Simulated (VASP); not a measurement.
# Al4Co (P4/nmm) in VASP: single point with PBE

Aim: the single point of Al4Co with PBE.

All numbers are computed with VASP 6.6.1; they aren't measurements. Logs are shortened: lines on timing, memory, paths and dates and some standing lists are left out, and cuts for length are marked.

### Step 1. The cell of the first run

Symmetry: P4/nmm, No. 129, tetragonal system. The conventional cell has a = 4.169 Å, b = 4.169 Å, c = 8.982 Å, α = 90.00°, β = 90.00°, γ = 90.00°. Within 3.4 Å of Al (site symmetry -4m2) lie 4 Co at 2.61 Å and 6 Al at 2.64 to 2.95 Å. Al (site symmetry 4mm) has 12 Al at 2.70 to 2.96 Å and 1 Co at 2.78 Å within 3.6 Å. Al (site symmetry 2mm) has 2 Co at 2.34 Å and 9 Al at 2.64 to 2.95 Å within 3.1 Å. Co (site symmetry 4mm) has 9 Al at 2.34 to 2.78 Å within 3.1 Å.

### Step 2. Single point, PBE

Contents of INCAR:

```
SYSTEM = Al4Co
PREC = Accurate
ENCUT = 520
EDIFF = 1E-6
ISMEAR = 0
SIGMA = 0.2
LREAL = .False.
LASPH = .True.
NELM = 100
ALGO = Fast
ISIF = 2
LWAVE = .False.
LCHARG = .True.
GGA = PE
LELF = .True.
LVHAR = .True.
NBANDS = 32
```

Contents of KPOINTS:

```
regular mesh
0
Gamma
  6 6 4
  0 0 0
```

Contents of POSCAR:

```
Al4Co
1.0
    4.1692517014      0.0000000000      0.0000000000
    0.0000000000      4.1692517014      0.0000000000
    0.0000000000      0.0000000000      8.9820333327
Al Co
8 2
Direct
    1.0000000000      0.0000000000      0.0000000000
    0.5000000000      0.5000000000      0.0000000000
    0.0000000000      0.5000000000      0.4847329479
    0.5000000000      0.0000000000      0.5152670521
    0.0000000000      0.0000000000      0.2939222802
    0.5000000000      0.5000000000      0.2939222802
    0.5000000000      0.5000000000      0.7060777198
    0.0000000000      0.0000000000      0.7060777198
    1.0000000000      0.5000000000      0.1756996739
    0.5000000000      0.0000000000      0.8243003261
```

Potentials or basis: VASP PAW PBE potentials, release 64 (Al, Co).

Launch:

```
> cat potpaw_PBE.64/Al/POTCAR potpaw_PBE.64/Co/POTCAR > POTCAR
> mpirun -np 1 vasp_std > vasp.out
```

OUTCAR:

```text
SYSTEM = Al4Co
   PREC = Accurate
   ENCUT = 520
   EDIFF = 1E-6
   ISMEAR = 0
   LREAL = .False.
   LASPH = .True.
   NELM = 100
   ISIF = 2
   GGA = PE

 ion  position               nearest neighbor table
   1  0.000  0.000  0.000-   9 2.61  10 2.61   9 2.61  10 2.61   5 2.64   8 2.64   2 2.95   2 2.95
                             2 2.95   2 2.95
   2  0.500  0.500  0.000-   9 2.61  10 2.61  10 2.61   9 2.61   6 2.64   7 2.64   1 2.95   1 2.95
                             1 2.95   1 2.95
   3  0.000  0.500  0.485-   5 2.70   6 2.70   5 2.70   6 2.70   9 2.78   8 2.88   8 2.88   7 2.88
                             7 2.88   4 2.96   4 2.96   4 2.96   4 2.96
   4  0.500  0.000  0.515-   7 2.70   8 2.70   7 2.70   8 2.70  10 2.78   6 2.88   6 2.88   5 2.88
                             5 2.88   3 2.96   3 2.96   3 2.96   3 2.96
   5  0.000  0.000  0.294-   9 2.34   9 2.34   1 2.64   3 2.70   3 2.70   4 2.88   4 2.88   6 2.95
                             6 2.95   6 2.95   6 2.95
   6  0.500  0.500  0.294-   9 2.34   9 2.34   2 2.64   3 2.70   3 2.70   4 2.88   4 2.88   5 2.95
                             5 2.95   5 2.95   5 2.95
   7  0.500  0.500  0.706-  10 2.34  10 2.34   2 2.64   4 2.70   4 2.70   3 2.88   3 2.88   8 2.95
                             8 2.95   8 2.95   8 2.95
   8  0.000  0.000  0.706-  10 2.34  10 2.34   1 2.64   4 2.70   4 2.70   3 2.88   3 2.88   7 2.95
                             7 2.95   7 2.95   7 2.95
   9  0.000  0.500  0.176-   5 2.34   6 2.34   5 2.34   6 2.34   1 2.61   1 2.61   2 2.61   2 2.61
                             3 2.78
  10  0.500  0.000  0.824-   7 2.34   8 2.34   7 2.34   8 2.34   2 2.61   1 2.61   1 2.61   2 2.61
                             4 2.78

  LATTYP: Found a simple tetragonal cell.
 ALAT       =     4.1692517014
 C/A-ratio  =     2.1543514223

  Lattice vectors:

 A1 = (   4.1692517014,   0.0000000000,   0.0000000000)
 A2 = (   0.0000000000,   4.1692517014,   0.0000000000)
 A3 = (   0.0000000000,   0.0000000000,   8.9820333327)

Analysis of symmetry for initial positions (statically):
=====================================================================
 Subroutine PRICEL returns:
 Original cell was already a primitive cell.

 Routine SETGRP: Setting up the symmetry group for a
 simple tetragonal supercell.

 Subroutine GETGRP returns: Found 16 space group operations
 (whereof  8 operations were pure point group operations)
 out of a pool of 16 trial point group operations.

The static configuration has the point symmetry D_2d.
 The point group associated with its full space group is D_4h.

Analysis of symmetry for dynamics (positions and initial velocities):
=====================================================================
 Subroutine PRICEL returns:
 Original cell was already a primitive cell.

[... 140 lines left out ...]
   EFERMI_NEDOS =   21; number of points for ismear=-14 and -15
   IALGO  =     68    algorithm
   IMIX   =      4    mixing-type and parameters
     AMIX     =   0.40;   BMIX     =  1.00
     AMIX_MAG =   1.60;   BMIX_MAG =  1.00
  volume/ion in A,a.u.               =      15.61       105.36
  Fermi-wavevector in a.u.,A,eV,Ry     =   1.056804  1.997069 15.195448  1.116834
  Thomas-Fermi vector in A             =   2.192053
   LORBIT       =      0    0 simple, 1 ext, 2 COOP (PROOUT), +10 PAW based schemes
   GGA     = PE    functional components
   LHFCALC =     F    Hartree Fock is set to
   AEXX    =    0.0000 exact exchange contribution
   IVDW    =     0    specifies the selected vdW correction
   LEPSILON=     F    determine dielectric tensor
   LRPA    =     F    only Hartree local field effects (RPA)
 non-spin polarized calculation
 RMM-DIIS sequential band-by-band and
 Gauss-broadening in eV      SIGMA  =   0.20
  energy-cutoff  :      520.00
  volume of cell :      156.13
 maximum number of plane-waves:      4224
 NGX is ok and might be reduce to    32
   NGX = 15   NGY = 15   NGZ = 33

 number of electron      41.9999999 magnetization

 Free energy of the ion-electron system (eV)
  ---------------------------------------------------
  ext. energy  EPLUGINS =         0.00000000
  ---------------------------------------------------
  free energy    TOTEN  =       -46.36855875 eV

  energy without entropy =      -46.31206848  energy(sigma->0) =      -46.34031362

 E-fermi :   7.7161     XC(G=0): -10.4738

 val. band max:        7.6784281897   @ k =   0.0000   0.0000   0.0000
 cond. band min:       7.7675576500   @ k =   0.0000   0.0000   0.0000
 fundamental gap:      0.0891294603
 Fermi energy:         7.7161200617

 k-point     1 :       0.0000    0.0000    0.0000
  band No.  band energies     occupation
      1      -3.0277      2.00000
      2      -0.9874      2.00000
      3      -0.5312      2.00000
      4       3.7525      2.00000
      5       3.8646      2.00000
      6       4.4561      2.00000
[... 829 lines left out ...]
     31      11.6820      0.00000
     32      11.6820      0.00000

 [... further k-points ...]

------------------------ aborting loop because EDIFF is reached ----------------------------------------

  FORCE on cell =-STRESS in cart. coord.  units (eV):
  Direction    XX          YY          ZZ          XY          YZ          ZX
  --------------------------------------------------------------------------------------
  -------------------------------------------------------------------------------------
  Total        0.2576388      0.2576388     -0.8043485      0.0000000     -0.0000000      0.0000000
  in kB        2.6438148      2.6438148     -8.2539899      0.0000000     -0.0000000      0.0000000
  external PRESSURE =      -0.9887868 kB  Pullay stress =       0.0000000 kB

 VOLUME and BASIS-vectors are now :
 -----------------------------------------------------------------------------
  energy-cutoff  :      520.00
  volume of cell :      156.13
      direct lattice vectors                 reciprocal lattice vectors
     4.169251701  0.000000000  0.000000000     0.239851194  0.000000000  0.000000000
     0.000000000  4.169251701  0.000000000     0.000000000  0.239851194  0.000000000
     0.000000000  0.000000000  8.982033333     0.000000000  0.000000000  0.111333366

 POSITION                                       TOTAL-FORCE (eV/Angst)
 -----------------------------------------------------------------------------------
      0.00000      0.00000      0.00000         0.000000      0.000000      0.000000
      2.08463      2.08463      0.00000         0.000000     -0.000000      0.000000
      0.00000      2.08463      4.35389         0.000000      0.000000      0.052586
      2.08463      0.00000      4.62815         0.000000      0.000000     -0.052586
      0.00000      0.00000      2.64002         0.000000      0.000000      0.066144
      2.08463      2.08463      2.64002         0.000000      0.000000      0.066144
      2.08463      2.08463      6.34201         0.000000     -0.000000     -0.066144
      0.00000      0.00000      6.34201         0.000000     -0.000000     -0.066144
      0.00000      2.08463      1.57814         0.000000     -0.000000     -0.106932
      2.08463      0.00000      7.40389         0.000000      0.000000      0.106932
 -----------------------------------------------------------------------------------
    total drift:                                0.000000      0.000000     -0.000000

  FREE ENERGIE OF THE ION-ELECTRON SYSTEM (eV)
  ---------------------------------------------------
  free  energy   TOTEN  =       -46.3685587540 eV

  energy  without entropy=      -46.3120684844  energy(sigma->0) =      -46.34031362
```

Run time: 2.1 min. Hardware: 1 thread of Intel Xeon Platinum 8488C (Sapphire Rapids), shared host; peak memory 0.32 GiB.

Results:

| Quantity | Value |
| --- | --- |
| Free energy | -46.3686 eV |
| Pressure | -0.1 GPa |
| Largest force | 0.107 eV/Å |
| Band gap on the k mesh | zero (band 21 reaches 8.70 eV, above the bottom of band 22 at 6.57 eV) |

Forces in eV/Å, atoms in the order of the input:
```
Al   0.000  0.000  0.000
Al   0.000  0.000  0.000
Al   0.000  0.000  0.053
Al   0.000  0.000 -0.053
Al   0.000  0.000  0.066
Al   0.000  0.000  0.066
Al   0.000  0.000 -0.066
Al   0.000  0.000 -0.066
Co   0.000  0.000 -0.107
Co   0.000  0.000  0.107
```

Stress tensor (GPa, compression positive):
```
 0.26  0.00  0.00
 0.00  0.26  0.00
 0.00  0.00 -0.83
```

Levels at points of the mesh, in eV from the Fermi level:
| k point | band 17 | band 18 | band 19 | band 20 | band 21 | band 22 | band 23 | band 24 | band 25 | band 26 |
| --- | --- | --- | --- | --- | --- | --- | --- | --- | --- | --- |
| (0.00, 0.00, 0.00) | -1.22 | -1.22 | -0.04 | 0.05 | 0.05 | 0.23 | 0.23 | 1.32 | 1.76 | 2.08 |
| (0.50, 0.00, 0.00) | -0.90 | -0.90 | -0.23 | -0.23 | 0.09 | 0.09 | 1.12 | 1.12 | 1.54 | 1.54 |
| (0.50, 0.50, 0.00) | -1.52 | -1.52 | -1.37 | -1.37 | -0.78 | -0.78 | 0.67 | 0.67 | 1.78 | 1.78 |
| (0.00, 0.00, 0.50) | -1.11 | -1.02 | -0.94 | -0.94 | 0.98 | 1.35 | 1.69 | 1.86 | 1.86 | 1.93 |
| (0.50, 0.00, 0.50) | -1.04 | -1.04 | -0.41 | -0.41 | 0.51 | 0.51 | 1.16 | 1.16 | 2.53 | 2.53 |
| (0.50, 0.50, 0.50) | -1.52 | -1.52 | -1.44 | -1.44 | -1.14 | -1.14 | 0.36 | 0.36 | 0.96 | 0.96 |
